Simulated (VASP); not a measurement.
# NaH4 (Amm2) in VASP: a series of runs

NaH4 is run at these levels: PBE; tasks: single point.

Program: VASP 6.6.1. These are calculated values, not measurements. Logs are shortened: lines on timing, memory, paths and dates and some standing lists are left out, and cuts for length are marked.

## Step 1: The cell of the first run

The structure is orthorhombic, space group Amm2 (No. 38). The conventional cell has a = 3.214 Å, b = 6.901 Å, c = 4.182 Å, α = 90.00°, β = 90.00°, γ = 90.00°. Within 2.8 Å of Na (site symmetry mm2) lie 12 H at 2.12 to 2.60 Å. H (site symmetry m) has 1 H at 0.76 Å within 1.0 Å. H (site symmetry m) has 10 H at 2.09 to 2.86 Å and 4 Na at 2.56 to 2.60 Å within 2.9 Å.

The cell was generated, and may not be a known phase.

## Step 2: Single point, PBE

INCAR

```
  PREC = Accurate
  ENCUT = 520
  EDIFF = 1E-6
  ISMEAR = 0
  SIGMA = 0.1
  LREAL = False
  LASPH = True
  NELM = 80
  ALGO = Normal
  ISIF = 2
  LWAVE = False
  LCHARG = False
  GGA = PE
  NBANDS = 14
```

KPOINTS

```
regular mesh
0
Gamma
  6 4 4
```

POSCAR

```
NaH4
1.0
    3.2136739118      0.0000000000      0.0000000000
    0.0000000000      3.4503683983      2.0908884407
    0.0000000000     -3.4503683983      2.0908884407
Na H
1 4
Direct
    0.5000000000      0.6878711229      0.6878711229
    0.5000000000      0.2432479725      0.1335465999
    0.5000000000      0.1335465999      0.2432479725
    0.0000000000      0.1771090701      0.6794576946
    0.0000000000      0.6794576946      0.1771090701
```

Potentials or basis: VASP PAW PBE potentials, release 64 (Na_pv, H).

Launch:

```bash
> cat potpaw_PBE.64/Na_pv/POTCAR potpaw_PBE.64/H/POTCAR > POTCAR
> mpirun -np 1 vasp_std > vasp.out
```

OUTCAR:

```text
PREC = Accurate
   ENCUT = 520
   EDIFF = 1E-6
   ISMEAR = 0
   LREAL = False
   LASPH = True
   NELM = 80
   ISIF = 2
   GGA = PE

 ion  position               nearest neighbor table
   1  0.500  0.688  0.688-
   2  0.500  0.243  0.134-   3 0.76
   3  0.500  0.134  0.243-   2 0.76
   4  0.000  0.177  0.679-
   5  0.000  0.679  0.177-

  LATTYP: Found a base centered orthorhombic cell.
 ALAT       =     4.1817768814
 B/A-ratio  =     1.6501924881
 C/A-ratio  =     0.7684948296

  Lattice vectors:

 A1 = (   0.0000000000,   3.4503683983,   2.0908884407)
 A2 = (   0.0000000000,  -3.4503683983,   2.0908884407)
 A3 = (   3.2136739118,   0.0000000000,   0.0000000000)

Analysis of symmetry for initial positions (statically):
=====================================================================
 Subroutine PRICEL returns:
 Original cell was already a primitive cell.

 Routine SETGRP: Setting up the symmetry group for a
 base centered orthorhombic supercell.

 Subroutine GETGRP returns: Found  4 space group operations
 (whereof  4 operations were pure point group operations)
 out of a pool of  8 trial point group operations.

The static configuration has the point symmetry C_2v.

Analysis of symmetry for dynamics (positions and initial velocities):
=====================================================================
 Subroutine PRICEL returns:
 Original cell was already a primitive cell.

 Routine SETGRP: Setting up the symmetry group for a
 base centered orthorhombic supercell.

 Subroutine GETGRP returns: Found  4 space group operations
 (whereof  4 operations were pure point group operations)
 out of a pool of  8 trial point group operations.

The dynamic configuration has the point symmetry C_2v.

 Subroutine INISYM returns: Found  4 space group operations
 (whereof  4 operations are pure point group operations),
 and found     1 'primitive' translations

----------------------------------------------------------------------------------------

                                     Primitive cell

  volume of cell :      46.3690

  direct lattice vectors                    reciprocal lattice vectors
     3.213673912  0.000000000  0.000000000     0.311170339  0.000000000  0.000000000
     0.000000000  3.450368398  2.090888441     0.000000000  0.144912062  0.239132797
     0.000000000 -3.450368398  2.090888441     0.000000000 -0.144912062  0.239132797

  length of vectors
     3.213673912  4.034458645  4.034458645     0.311170339  0.279614020  0.279614020

  position of ions in fractional coordinates (direct lattice)
     0.500000000  0.687871123  0.687871123
     0.500000000  0.243247973  0.133546600
     0.500000000  0.133546600  0.243247973
     0.000000000  0.177109070  0.679457695
     0.000000000  0.679457695  0.177109070

  ion indices of the primitive-cell ions
   primitive index   ion index
                 1           1
                 2           2
                 3           3
                 4           4
                 5           5

----------------------------------------------------------------------------------------

 KPOINTS: regular mesh

Automatic generation of k-mesh.
 Grid dimensions read from file:
 generate k-points for:    6    4    4

 Generating k-lattice:

  Cartesian coordinates                     Fractional coordinates (reciprocal lattice)
     0.051861723  0.000000000  0.000000000     0.166666667  0.000000000  0.000000000
     0.000000000  0.036228016  0.059783199     0.000000000  0.250000000  0.000000000
     0.000000000 -0.036228016  0.059783199     0.000000000  0.000000000  0.250000000

  Length of vectors
     0.051861723  0.069903505  0.069903505

  Shift w.r.t. Gamma in fractional coordinates (k-lattice)
     0.000000000  0.000000000  0.000000000

 Subroutine IBZKPT returns following result:
 ===========================================

 Found     28 irreducible k-points:

 Following reciprocal coordinates:
            Coordinates               Weight
  0.000000  0.000000  0.000000      1.000000
  0.166667  0.000000  0.000000      2.000000
  0.333333  0.000000  0.000000      2.000000
  0.500000  0.000000  0.000000      1.000000
  0.000000  0.250000 -0.000000      4.000000
  0.166667  0.250000 -0.000000      8.000000
[... 16 lines left out ...]
  0.333333 -0.250000  0.250000      4.000000
  0.500000 -0.250000  0.250000      2.000000
 [... further k-points ...]
   k-points           NKPTS =     28   k-points in BZ     NKDIM =     28   number of bands    NBANDS=     14
   number of dos      NEDOS =    301   number of ions     NIONS =      5
   total plane-waves  NPLWV =  21600
   dimension x,y,z NGX =    24 NGY =   30 NGZ =   30
   dimension x,y,z NGXF=    48 NGYF=   60 NGZF=   60
   ions per type =               1   4
   NGX,Y,Z   is equivalent  to a cutoff of  12.42, 12.36, 12.36 a.u.
   NGXF,Y,Z  is equivalent  to a cutoff of  24.83, 24.72, 24.72 a.u.
 SYSTEM =  unknown system
   PREC   = accura    normal or accurate (medium, high low for compatibility)
   ISTART =      0    job   : 0-new  1-cont  2-samecut
   ICHARG =      2    charge: 1-file 2-atom 10-const
   ISPIN  =      1    spin polarized calculation?
   LNONCOLLINEAR =      F non collinear calculations
   LSORBIT =      F    spin-orbit coupling
   LASPH  =      T    aspherical Exc in radial PAW
   ENCUT  =  520.0 eV  38.22 Ry    6.18 a.u.   5.98  7.50  7.50*2*pi/ulx,y,z
   NELM   =     80;   NELMIN=  2; NELMDL= -5     # of ELM steps
   EDIFF  = 0.1E-05   stopping-criterion for ELM
   LREAL  =      F    real-space projection
   EDIFFG = 0.1E-04   stopping-criterion for IOM
   NSW    =      0    number of steps for IOM
   IBRION =     -1    ionic relax: 0-MD 1-quasi-New 2-CG
   NFREE  =      0    steps in history (QN), initial steepest desc. (CG)
   ISIF   =      2    stress and relaxation
   ISYM   =      2    0-nonsym 1-usesym 2-fastsym
   POTIM  = 0.5000    time-step for ionic-motion
   TEBEG  =    0.0;   TEEND  =   0.0 temperature during run
   PSTRESS=    0.0 pullay stress
   NELECT =      11.0000    total number of electrons
   NUPDOWN=      -1.0000    fix difference up-down
   EMIN   =  10.00;   EMAX   =-10.00  energy-range for DOS
   EFERMI =   0.00;   METHOD = LEGACY
   ISMEAR =     0;   SIGMA  =   0.10  broadening in eV -4-tet -1-fermi 0-gaus
   EFERMI_NEDOS =   21; number of points for ismear=-14 and -15
   IALGO  =     38    algorithm
   IMIX   =      4    mixing-type and parameters
     AMIX     =   0.40;   BMIX     =  1.00
     AMIX_MAG =   1.60;   BMIX_MAG =  1.00
  volume/ion in A,a.u.               =       9.27        62.58
  Fermi-wavevector in a.u.,A,eV,Ry     =   1.013436  1.915116 13.973899  1.027053
  Thomas-Fermi vector in A             =   2.146605
   LORBIT       =      0    0 simple, 1 ext, 2 COOP (PROOUT), +10 PAW based schemes
   GGA     = PE    functional components
   LHFCALC =     F    Hartree Fock is set to
   AEXX    =    0.0000 exact exchange contribution
   IVDW    =     0    specifies the selected vdW correction
   LEPSILON=     F    determine dielectric tensor
   LRPA    =     F    only Hartree local field effects (RPA)
 non-spin polarized calculation
 Gauss-broadening in eV      SIGMA  =   0.10
  energy-cutoff  :      520.00
  volume of cell :       46.37
 maximum number of plane-waves:      1264
 NGX is ok and might be reduce to    24
   NGX = 11   NGY = 15   NGZ = 15

 number of electron      10.9999997 magnetization

 Free energy of the ion-electron system (eV)
  ---------------------------------------------------
  ext. energy  EPLUGINS =         0.00000000
  ---------------------------------------------------
  free energy    TOTEN  =       -12.89679646 eV

  energy without entropy =      -12.88769520  energy(sigma->0) =      -12.89224583

 E-fermi :  -0.5592     XC(G=0):  -7.8304

 val. band max:       -0.5787252020   @ k =   0.1667   0.2500  -0.0000
 cond. band min:      -0.5399687366   @ k =   0.3333   0.5000   0.2500
 fundamental gap:      0.0387564654
 Fermi energy:        -0.5592365494

 k-point     1 :       0.0000    0.0000    0.0000
  band No.  band energies     occupation
      1     -24.1375      2.00000
      2     -24.0792      2.00000
      3     -24.0767      2.00000
      4      -8.9853      2.00000
      5      -3.1495      2.00000
      6       0.7260      0.00000
      7       5.1261      0.00000
      8       7.3111      0.00000
      9       7.9704      0.00000
     10       8.2743      0.00000
     11       9.7529      0.00000
     12      10.1126      0.00000
     13      15.5818      0.00000
     14      15.5879      0.00000

 k-point     2 :       0.1667    0.0000    0.0000
  band No.  band energies     occupation
      1     -24.1354      2.00000
      2     -24.0974      2.00000
      3     -24.0770      2.00000
      4      -8.7452      2.00000
      5      -3.3061      2.00000
      6       0.9245      0.00000
      7       5.4493      0.00000
      8       6.8279      0.00000
      9       7.6519      0.00000
     10       8.2552      0.00000
     11       8.5018      0.00000
     12      13.1785      0.00000
     13      13.5663      0.00000
     14      14.6803      0.00000
[... 343 lines left out ...]
      1     -24.1370      2.00000
      2     -24.1328      2.00000
      3     -24.0789      2.00000
      4      -7.8846      2.00000
      5      -3.7573      2.00000
      6       1.0131      0.00000
      7       3.2746      0.00000
      8       5.2630      0.00000
      9       8.1961      0.00000
     10       8.7811      0.00000
     11       9.8451      0.00000
     12      11.6465      0.00000
     13      12.4660      0.00000
     14      14.6066      0.00000

 k-point    24 :       0.5000   -0.2500    0.2500
  band No.  band energies     occupation
      1     -24.1571      2.00000
      2     -24.1306      2.00000
      3     -24.0763      2.00000
      4      -7.6018      2.00000
      5      -3.7923      2.00000
      6       1.3093      0.00000
      7       2.8314      0.00000
      8       4.9638      0.00000
      9       8.2661      0.00000
     10       8.4548      0.00000
     11      10.0403      0.00000
     12      11.1460      0.00000
     13      12.1269      0.00000
     14      13.7678      0.00000

 [... further k-points ...]

------------------------ aborting loop because EDIFF is reached ----------------------------------------

  FORCE on cell =-STRESS in cart. coord.  units (eV):
  Direction    XX          YY          ZZ          XY          YZ          ZX
  --------------------------------------------------------------------------------------
  -------------------------------------------------------------------------------------
  Total        0.0073575      0.0165017     -0.0519573      0.0000000      0.0000000      0.0000000
  in kB        0.2542219      0.5701779     -1.7952684      0.0000000      0.0000000      0.0000000
  external PRESSURE =      -0.3236229 kB  Pullay stress =       0.0000000 kB

 VOLUME and BASIS-vectors are now :
 -----------------------------------------------------------------------------
  energy-cutoff  :      520.00
  volume of cell :       46.37
      direct lattice vectors                 reciprocal lattice vectors
     3.213673912  0.000000000  0.000000000     0.311170339  0.000000000  0.000000000
     0.000000000  3.450368398  2.090888441     0.000000000  0.144912062  0.239132797
     0.000000000 -3.450368398  2.090888441     0.000000000 -0.144912062  0.239132797

 POSITION                                       TOTAL-FORCE (eV/Angst)
 -----------------------------------------------------------------------------------
      1.60684      0.00000      2.87652         0.000000     -0.000000     -0.000515
      1.60684      0.37851      0.78784         0.000000     -0.006853     -0.003435
      1.60684     -0.37851      0.78784         0.000000      0.006853     -0.003435
      0.00000     -1.73329      1.79099         0.000000      0.000528      0.003693
      0.00000      1.73329      1.79099         0.000000     -0.000528      0.003693
 -----------------------------------------------------------------------------------
    total drift:                                0.000000     -0.000000      0.000345

  FREE ENERGIE OF THE ION-ELECTRON SYSTEM (eV)
  ---------------------------------------------------
  free  energy   TOTEN  =       -12.8967964613 eV

  energy  without entropy=      -12.8876952025  energy(sigma->0) =      -12.89224583
```

It took 21 s on 1 thread of Intel Xeon 8259CL, shared host; peak memory 0.15 GiB.

What came out:

```yaml
Free_energy: -12.8968 eV
Pressure: 0.0 GPa
Largest_force: 0.008 eV/Å
Band_gap_on_the_k_mesh: zero (an odd number of electrons rules out a gap without spin polarisation)
```

Forces on the atoms (eV/Å):
```
Na   0.000  0.000 -0.001
H    0.000 -0.007 -0.003
H    0.000  0.007 -0.003
H    0.000  0.001  0.004
H    0.000 -0.001  0.004
```

Caveat: the k points lie up to 0.44 Å⁻¹ apart, too coarse for converged energies and pressures of a metal.

## Step 3: Single point, PBE

This run uses another cell than the first one, of 9.33 Å³/atom.

INCAR

```
ALGO = Normal
EDIFF = 1E-6
ENCUT = 520
GGA = PE
ISIF = 2
ISMEAR = 0
LASPH = True
LCHARG = True
LELF = True
LREAL = False
LVHAR = True
LWAVE = False
NBANDS = 14
NELM = 100
PREC = Accurate
SIGMA = 0.1
```

KPOINTS

```
k-points
0
Gamma
  6 6 6
```

POSCAR

```
NaH4
1.0
    3.3179663772      0.0000000000      0.0000000000
    0.0000000000      3.4341068475      2.0471538963
    0.0000000000     -3.4341068475      2.0471538963
Na H
1 4
Direct
    0.5000000000      0.6866505111      0.6866505111
    0.5000000000      0.2421435877      0.1319469641
    0.5000000000      0.1319469641      0.2421435877
    0.0000000000      0.1787215837      0.6817698134
    0.0000000000      0.6817698134      0.1787215837
```

Potentials or basis: VASP PAW PBE potentials, release 64 (Na_pv, H).

Launch:

```bash
> cat potpaw_PBE.64/Na_pv/POTCAR potpaw_PBE.64/H/POTCAR > POTCAR
> mpirun -np 1 vasp_std > vasp.out
```

Wall time 38 s (1 thread of Intel Xeon 8259CL, shared host); peak memory 0.17 GiB.

Results (log left out):

```yaml
Free_energy: -12.9543 eV
Pressure: -0.1 GPa
Largest_force: 0.018 eV/Å
Band_gap_on_the_k_mesh: zero (an odd number of electrons rules out a gap without spin polarisation)
```

Forces in eV/Å, atoms in the order of the input:
```
Na   0.000  0.000  0.003
H    0.000 -0.009 -0.001
H    0.000  0.009 -0.001
H    0.000  0.018  0.000
H    0.000 -0.018  0.000
```

Stress tensor (GPa, compression positive):
```
-0.10  0.00  0.00
 0.00 -0.22  0.00
 0.00  0.00 -0.02
```

Levels at points of the mesh, in eV from the Fermi level:
```tsv
k point	band 1	band 2	band 3	band 4	band 5	band 6	band 7	band 8	band 9	band 10
(0.00, 0.00, 0.00)	-23.83	-23.77	-23.76	-8.69	-2.89	1.47	5.62	8.07	8.61	8.83
(0.50, 0.00, 0.00)	-23.83	-23.82	-23.77	-7.64	-3.94	2.27	5.02	7.23	8.85	10.20
(0.00, 0.50, 0.00)	-23.86	-23.78	-23.76	-7.80	-3.09	-1.35	4.64	7.96	9.19	11.19
(0.50, 0.50, 0.00)	-23.85	-23.82	-23.77	-7.18	-1.69	-1.56	3.09	6.85	7.03	7.63
(0.00, 0.50, 0.50)	-23.84	-23.79	-23.76	-7.72	-4.32	0.72	3.72	7.17	9.23	11.05
(0.50, 0.50, 0.50)	-23.83	-23.82	-23.78	-7.26	-3.02	1.63	1.99	3.34	8.09	8.31
```

The gap in the log of VASP goes by the Fermi energy; the results here count the filled bands.